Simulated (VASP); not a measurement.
Wanted: the native input for a VASP 6.6.1 run.

- Task: single point
- Functional: PBE
- Potentials or basis: VASP PAW PBE potentials, release 64 (C)
- Cutoff: 520 eV
- k mesh: 12 × 12 × 4
- Occupations: gaussian, width 0.05 eV
- Spin: no spin polarisation
- Dipole correction: no
- Further INCAR settings: ALGO = Normal; EDIFF = 1e-06; NBANDS = 26

The structure of C lies in POSCAR:

```
C
1.0
    2.5180184915      0.0000000000      0.0000000000
   -1.2590092457      2.1806679808      0.0000000000
    0.0000000000      0.0000000000      8.5122028864
C
8
Direct
    0.0000000000      0.0000000000      0.0929681641
    0.0000000000      0.0000000000      0.5929681641
    0.0000000000      0.0000000000      0.4070318359
    0.0000000000      0.0000000000      0.9070318359
    0.3333333333      0.6666666667      0.1555285626
    0.6666666667      0.3333333333      0.6555285626
    0.3333333333      0.6666666667      0.3444714374
    0.6666666667      0.3333333333      0.8444714374
```

This cell differs from its parent crystal: strain +0.000 along x and y, +0.025 along z.

The input as run:

INCAR

```
PREC = Accurate
ENCUT = 520
EDIFF = 1E-6
ISMEAR = 0
SIGMA = 0.05
LREAL = False
LASPH = True
NELM = 80
ALGO = Normal
ISIF = 2
LWAVE = False
LCHARG = False
GGA = PE
NBANDS = 26
```

KPOINTS

```
regular mesh
0
Gamma
  12 12 4
```

Potentials or basis: VASP PAW PBE potentials, release 64 (C).

Launch:

```bash
$ cat potpaw_PBE.64/C/POTCAR > POTCAR
$ mpirun -np 1 vasp_std > vasp.out
```

It gave:

The pressure is -9.4 GPa. The largest force is 0.037 eV/Å and the band gap on the k mesh is 4.67 eV, indirect (least direct gap 4.80 eV).

Caveat: the cell differs from its parent crystal (strain +0.000 along x and y, +0.025 along z).

Wall time 35 s on 1 thread of Intel(R) Xeon(R) 6975P-C (Granite Rapids), on a shared host, peak memory 0.18 GiB.
